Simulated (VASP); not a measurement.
Runs of VASP 6.6.1 on BiTe. The structure is that of space group Fm-3m (No. 225), or close to it. The cells are those of the table. 

| task | cell | k mesh | cutoff (eV) | smearing | gap on the mesh (eV) | pressure (GPa) |
| --- | --- | --- | --- | --- | --- | --- |
| single point | a = 4.427 Å, angles 60.0°, 2 atoms | 12 × 12 × 12 | 520 | gaussian 0.1 eV | none | (b) |
| relaxation of cell and atoms | relaxed to 12 GPa from a = 4.310 Å, angles 60.0°, 2 atoms | 12 × 12 × 12 | 600 | gaussian 0.1 eV | none | 12.0 |
| single point | a = 3.805 Å, angles 60.0°, 2 atoms | 14 × 14 × 14 | 520 | gaussian 0.1 eV | none | 90.5 |
| single point | a = 4.151 Å, angles 60.0°, 2 atoms | 12 × 12 × 12 | 520 | gaussian 0.1 eV | none | (a) |
| relaxation of cell and atoms | relaxed to 50 GPa from a = 4.042 Å, angles 60.0°, 2 atoms | 12 × 12 × 12 | 600 | gaussian 0.1 eV | none | 50.0 |
| single point | a = 4.521 Å, angles 60.0°, 2 atoms | 16 × 16 × 16 | 500 | gaussian 0.15 eV | none | 0.0 |
| single point | a = 3.978 Å, angles 60.0°, 2 atoms | 12 × 12 × 12 | 520 | gaussian 0.1 eV | none | 50.3 |

Alike in all rows: level PBEsol; potentials or basis VASP PAW PBE potentials, release 64 (Bi_d, Te); no spin polarisation.

Task: Estimate the missing entries.

Result: (a) 25.1; (b) 4.0.

Caveats: the PAW data sets were made with another functional, which shifts forces and pressure a little; spin-orbit coupling is left out, which moves the levels of the heavy elements; an odd number of electrons without spin polarisation forces a metal; a magnetic or distorted state may lie lower; the cell stands under pressure (at least some runs); the cell is relaxed towards a set pressure, so the run minimises the enthalpy, not the energy (at least some runs).

A k mesh can miss the band edges, and the runs leave out spin-orbit coupling on Bi, Te.

A gap of «none» marks levels without a gap at the run's occupations.
